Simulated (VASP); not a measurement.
Write the native input for VASP 6.6.1 that does the following.

```
Task                   : relaxation of cell and atoms
Functional             : LDA
Potentials or basis    : VASP PAW LDA potentials, release 64 (Re)
Cutoff                 : 600 eV
k mesh                 : 18 × 18 × 10
Occupations            : gaussian, width 0.05 eV
Spin                   : no spin polarisation
Dipole correction      : no
Further INCAR settings : ALGO = Normal; EDIFF = 1e-06; IBRION = 2; EDIFFG = -0.01; NSW = 80; ISIF = 3
```

The structure of Re lies in POSCAR:

```
Re
1.0
    2.7600000000      0.0000000000      0.0000000000
   -1.3800000000      2.3902301144      0.0000000000
    0.0000000000      0.0000000000      4.4574000000
Re
2
Direct
    0.3333333333      0.6666666667      0.7500000000
    0.6666666667      0.3333333333      0.2500000000
```

These files were run (other wordings do the same):

INCAR

```
SYSTEM = Re
PREC = Accurate ; ENCUT = 600
EDIFF = 1E-6 ; ISMEAR = 0
SIGMA = 0.05 ; LREAL = .False.
LASPH = .True. ; NELM = 60
ALGO = Normal ; ISIF = 3
LWAVE = .False. ; LCHARG = .False.
GGA = CA ; IBRION = 2
NSW = 80 ; EDIFFG = -0.01
```

KPOINTS

```
Automatic mesh
0
Gamma
  18 18 10
  0 0 0
```

Potentials or basis: VASP PAW LDA potentials, release 64 (Re).

Launch:

```console
$ cat potpaw_LDA.64/Re/POTCAR > POTCAR
$ mpirun -np 1 vasp_std > vasp.out
```

Results of the run:

```
Relaxed volume                        : 14.39 Å³/atom
Relaxed cell                          : a = 2.741 Å, b = 2.741 Å, c = 4.422 Å, α = 90.00°, β = 90.00°, γ = 120.00°
Space group after relaxing (to 0.1 Å) : P6_3/mmc (No. 194)
Energy gained by relaxing             : 8.6 meV/atom
Ionic steps                           : 10
Pressure after relaxing               : 0.0 GPa
Band gap on the k mesh                : zero (bands 7 and 8 overlap by 3.44 eV)
```

Caveat: spin-orbit coupling is left out, which moves the levels of the heavy elements.

Wall time 5.7 min on 1 thread of Intel(R) Xeon(R) Platinum 8259CL CPU @ 2.50GHz (Skylake/Cascade Lake) (shared host), peak memory 0.24 GiB.
